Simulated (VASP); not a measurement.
Crystal: Sr2ScI5.

```xyz
8
Lattice="5.0931 0.0000 0.0000 0.0000 5.0931 0.0000 0.0000 0.0000 11.1206" Properties=species:S:1:pos:R:3 pbc="T T T"
Sr    0.0000    0.0000    0.0000
Sr    2.5466    2.5466    5.5603
Sc    0.0000    0.0000    5.5603
I     0.0000    2.5466    2.9039
I     2.5466    0.0000    8.2166
I     2.5466    0.0000    2.9039
I     0.0000    2.5466    8.2166
I     2.5466    2.5466    0.0000
```

The cell was generated, and may not be a known phase.

| Item | Value |
| --- | --- |
| Program | VASP 6.6.1 |
| Task | relaxation of cell and atoms |
| Functional | PBE |
| Potentials or basis | VASP PAW PBE potentials, release 64 (Sr_sv, Sc_sv, I) |
| Cutoff | 600 eV |
| k mesh | 4 × 4 × 2 |
| Occupations | gaussian, width 0.1 eV |
| Spin | no spin polarisation |

At the start: pressure 0.6 GPa; volume 36.06 Å³/atom.

Task: How do energy, volume and symmetry change on relaxing?

Result: Over 15 steps the energy falls by 355.9 meV/atom and the volume is 35.96 Å³/atom (-0.3 %); space group P4/mmm (No. 123, to 0.1 Å) before and after.

The path:
| step | energy change (eV) | largest force (eV/Å) | pressure (GPa) | volume (Å³) |
| --- | --- | --- | --- | --- |
| 1 | 0.0000 | 1.2483 | 0.57 | 288.47 |
| 2 | -1.3229 | 1.1389 | -0.67 | 292.58 |
| 3 | -2.1579 | 0.9679 | -1.52 | 294.10 |
| 4 | -0.8989 | 1.7711 | 1.42 | 282.75 |
| 5 | -2.1601 | 0.9551 | -1.57 | 293.70 |
| 6 | -2.2620 | 0.4993 | -1.26 | 290.97 |
| 7 | -2.2658 | 0.7644 | -1.49 | 292.46 |
| 8 | -2.4804 | 0.4057 | 0.36 | 273.20 |
| 9 | -2.4823 | 0.3508 | 0.62 | 271.12 |
| 10 | -2.6035 | 0.2271 | 0.54 | 273.08 |
| 11 | -2.7905 | 0.1889 | 0.75 | 278.18 |
| 12 | -2.7940 | 0.2947 | 0.89 | 279.26 |
| 13 | -2.8011 | 0.1519 | -1.04 | 301.29 |
| 14 | -2.8434 | 0.0439 | -0.20 | 290.41 |
| 15 | -2.8474 | 0.0021 | 0.04 | 287.65 |

Final structure:
```
Sr Sc I
1.0
     5.46302    0.00000    0.00000
     0.00000    5.46302    0.00000
     0.00000    0.00000    9.63826
Sr Sc I
2 1 5
Direct
  0.00000 0.00000 0.00000
  0.50000 0.50000 0.50000
  0.00000 0.00000 0.50000
  0.00000 0.50000 0.30732
  0.50000 0.00000 0.69268
  0.50000 0.00000 0.30732
  0.00000 0.50000 0.69268
  0.50000 0.50000 0.00000
```
